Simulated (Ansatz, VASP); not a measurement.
**One calculation of Y2ScAs3, two programs**

```xyz
6
Lattice="2.9172 1.6842 5.9930 -2.9172 1.6842 5.9930 0.0000 -3.3685 5.9930" Properties=species:S:1:pos:R:3 pbc="T T T"
Y     0.0000    0.0000   14.1802
Y     0.0000    0.0000    3.7987
Sc    0.0000    0.0000    0.0000
As    0.0000    1.6842    5.9930
As   -1.4586   -0.8421    5.9930
As    1.4586   -0.8421    5.9930
```

Alike in both runs: functional PBE; k mesh 6 × 6 × 6; occupations gaussian, width 0.1 eV; no spin polarisation.

Ansatz relaxed the structure, and its values are those at the end. VASP's run is a single point on that final structure, the one shown.

|  | VASP | Ansatz |
| --- | --- | --- |
| version | VASP 6.6.1 | Ansatz 0.2.0 |
| potentials or method | VASP PAW PBE potentials, release 64 (Y_sv, Sc_sv, As), cutoff 520 eV | scalar-relativistic, plane waves, PAW |
| valence electrons in the cell | 48 | 78 |

|  | VASP | Ansatz | Ansatz less VASP |
| --- | --- | --- | --- |
| gap on the k mesh at the Fermi level (eV) | none | none | - |
| pressure (GPa) | -0.2 | -0.2 | -0.05 |
| rms of the force components (eV/Å) | 0.008 | 0.004 | -0.0040 |

A gap of «none» marks a metal or a gap that the smearing closes. With one functional, cell and mesh, what is left measures potentials, basis and numerics. VASP's potentials hold 48 valence electrons a cell and Ansatz's 78, so a difference there can come from the potentials and not from the codes.
